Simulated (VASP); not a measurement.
A run of VASP 6.6.1 is set up as follows.

The input INCAR:

```
SYSTEM = CdAg2
PREC = Accurate
ENCUT = 520
EDIFF = 1E-6
ISMEAR = 0
SIGMA = 0.1
LREAL = .False.
LASPH = .True.
NELM = 60
ALGO = Normal
ISIF = 2
LWAVE = .False.
LCHARG = .False.
GGA = PE
NBANDS = 43
```

KPOINTS

```
regular mesh
0
Gamma
  4 4 4
  0 0 0
```

Contents of POSCAR:

```
CdAg2
1.0
    0.0000000000      3.9307167000      3.9307167000
    3.9307167000      0.0000000000      3.9307167000
    3.9307167000      3.9307167000      0.0000000000
Cd Ag
2 4
Direct
    0.5000000000      0.5000000000      0.5000000000
    0.7500000000      0.7500000000      0.7500000000
    0.1250000000      0.1250000000      0.1250000000
    0.6250000000      0.1250000000      0.1250000000
    0.1250000000      0.1250000000      0.6250000000
    0.1250000000      0.6250000000      0.1250000000
```

Potentials or basis: VASP PAW PBE potentials, release 64 (Cd, Ag).

Command:

```sh
$ cat potpaw_PBE.64/Cd/POTCAR potpaw_PBE.64/Ag/POTCAR > POTCAR
$ mpirun -np 1 vasp_std > vasp.out
```

Task: Predict the pressure.

Result: 0.2 GPa.

Task: Estimate the band gap on the k mesh.

Result: Zero (bands 34 and 35 overlap by 1.38 eV).
